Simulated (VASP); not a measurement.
# Cs2As6Se: single point with r2SCAN

The system is Cs2As6Se.

```xyz
9
Lattice="-0.0073 4.9070 4.8900 4.9174 0.0014 4.8813 4.9550 4.9358 -0.0361" Properties=species:S:1:pos:R:3 pbc="T T T"
Se    9.8162    4.9456    4.8412
Cs    2.4344    2.3133    2.4726
Cs    7.3725    7.3386    7.3345
As    2.3028    5.0845    4.8898
As    4.9203    2.3118    4.7788
As    7.5024    4.9558    4.8628
As    5.0373    7.5330    4.9175
As    4.9370    4.9066    2.0805
As    4.9670    4.9481    7.4321
```

```json
{
 "Program": "VASP 6.6.1",
 "Task": "single point",
 "Functional": "r2SCAN",
 "Potentials or basis": "VASP PAW PBE potentials, release 64 (Se, Cs_sv, As)",
 "Cutoff": "520 eV",
 "k mesh": "3 × 3 × 3, shifted",
 "Occupations": "fermi-dirac, width 0.1 eV",
 "Spin": "no spin polarisation"
}
```

The pressure is 10.7 GPa and the largest force is 5.049 eV/Å. The band gap on the k mesh is zero (bands 27 and 28 overlap by 0.36 eV) and the valence electrons inside the program's atomic spheres are Se 4.17; Cs 6.66; As 2.70, 2.73, 2.72, 2.81, 2.71 (each value once).

Forces in eV/Å, atoms in the order of the input:
```
Se  -0.610 -0.299 -2.800
Cs   0.027  0.855  0.026
Cs   0.596  0.504 -0.194
As   2.033 -0.126 -0.187
As   0.532  2.400 -0.049
As  -2.580 -0.326  0.522
As  -0.249 -2.466  0.348
As  -0.122 -0.628  5.008
As   0.373  0.087 -2.673
```

Stress tensor (GPa, compression positive):
```
 8.41  0.86 -0.48
 0.86  9.45 -1.60
-0.48 -1.60 14.14
```

Levels at points of the mesh, in eV from the Fermi level:
```
           k point  band 25  band 26  band 27  band 28  band 29  band 30
(0.00, 0.50, 0.00)    -1.00    -0.79     0.28     0.36     0.65     1.12
```

Wall time 5.3 min on 1 thread of Intel(R) Xeon(R) Platinum 8488C (Sapphire Rapids), on a shared host, peak memory 0.48 GiB.

Caveat: the k points lie up to 0.37 Å⁻¹ apart; the PAW data sets were made with another functional, which shifts forces and pressure a little; spin-orbit coupling is left out, which moves the levels of the heavy elements.
